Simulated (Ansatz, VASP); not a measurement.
MgS in VASP and in Ansatz

INCAR

```
SYSTEM = MgS
PREC = Accurate
ENCUT = 520
EDIFF = 1E-6
ISMEAR = -1
SIGMA = 0.05
LREAL = .FALSE.
LASPH = .TRUE.
NELM = 100
ALGO = Normal
ISIF = 2
LWAVE = .FALSE.
LCHARG = .FALSE.
GGA = PE
NBANDS = 16
```

File KPOINTS:

```
regular mesh
0
G
  8 8 4
  0 0 0
```

POSCAR

```
MgS
1.0
    4.0346224068      0.0000000000      0.0000000000
   -2.0173112034      3.4940854990      0.0000000000
    0.0000000000      0.0000000000      6.4322941800
S Mg
2 2
Direct
    0.6666666667      0.3333333333      0.8792441500
    0.3333333333      0.6666666667      0.3792441500
    0.3333333333      0.6666666667      0.9957548500
    0.6666666667      0.3333333333      0.4957548500
```

Contents of input.yaml:

```yaml
crystal:
  lattice:
    - [4.0346224068, 0.0, 0.0]
    - [-2.0173112034, 3.494085499, 0.0]
    - [0.0, 0.0, 6.43229418]
  atoms:
    - { symbol: S, position: [0.6666666667, 0.3333333333, 0.87924415] }
    - { symbol: S, position: [0.3333333333, 0.6666666667, 0.37924415] }
    - { symbol: Mg, position: [0.3333333333, 0.6666666667, 0.99575485] }
    - { symbol: Mg, position: [0.6666666667, 0.3333333333, 0.49575485] }
kpoints:
  mp_grid: { grid: [8, 8, 4] }
scf:
  occupations: { method: fermi_dirac, width: 0.05 }
hamiltonian:
  xc: pbe
  pseudopotentials: { kind: all_electron, lapw: { basis_error: 0.001 } }
output:
  forces: true
  stress: true
  eigenvalues: true
  populations: true
```

Alike in both runs: task single point; functional PBE; k mesh 8 × 8 × 4; occupations fermi-dirac, width 0.05 eV; no spin polarisation.

|  | VASP | Ansatz |
| --- | --- | --- |
| version | VASP 6.6.1 | Ansatz 0.2.0 |
| potentials or method | VASP PAW PBE potentials, release 64 (S, Mg), cutoff 520 eV | all-electron LAPW, scalar-relativistic |

|  | VASP | Ansatz | Ansatz less VASP |
| --- | --- | --- | --- |
| gap on the k mesh at the Fermi level (eV) | 3.43 | 3.44 | +0.002 |
| least direct gap on the mesh (eV) | 3.43 | 3.44 | +0.002 |
| pressure (GPa) | 0.9 | 1.1 | +0.16 |
| traceless stress, the component that is largest in VASP (GPa) | -0.17 | -0.18 | -0.010 |
| rms of the force components (eV/Å) | 0.028 | 0.028 | -0.0004 |

Atom by atom the forces differ by 0.000 eV/Å (rms over components). Ansatz ran all-electron here, and VASP with PAW potentials.
